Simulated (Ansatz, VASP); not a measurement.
**One calculation of Cl, two programs**

```xyz
4
Lattice="3.1450 -2.2500 0.0000 3.1450 2.2500 0.0000 0.0000 0.0000 8.0458" Properties=species:S:1:pos:R:3 pbc="T T T"
Cl    3.1450    0.5850    3.2183
Cl    3.1450    1.6650    7.2412
Cl    3.1450   -0.5850    4.8275
Cl    3.1450   -1.6650    0.8046
```

Change from the starting cell: strain_z = -0.02.

Alike in both runs: functional PBEsol; k mesh 7 × 7 × 4; occupations fermi-dirac, width 0.05 eV; no spin polarisation.

|  | VASP | Ansatz |
| --- | --- | --- |
| version | VASP 6.6.1 | Ansatz 0.2.0 |
| potentials or method | VASP PAW PBE potentials, release 64 (Cl), cutoff 520 eV | all-electron LAPW, scalar-relativistic |
| task | single point | band structure |

|  | VASP | Ansatz | Ansatz less VASP |
| --- | --- | --- | --- |
| gap on the k mesh at the Fermi level (eV) | 2.62 | 2.58 | -0.044 |
| least direct gap on the mesh (eV) | 2.70 | 2.66 | -0.046 |
| pressure (GPa) | -0.2 | 0.2 | +0.35 |
| traceless stress, the component that is largest in VASP (GPa) | 0.32 | 0.03 | -0.287 |
| rms of the force components (eV/Å) | 0.114 | 0.207 | +0.0932 |

VASP's potentials were made for PBE, not for PBEsol. Atom by atom the forces differ by 0.098 eV/Å (rms over components). Ansatz ran all-electron here, and VASP with PAW potentials.
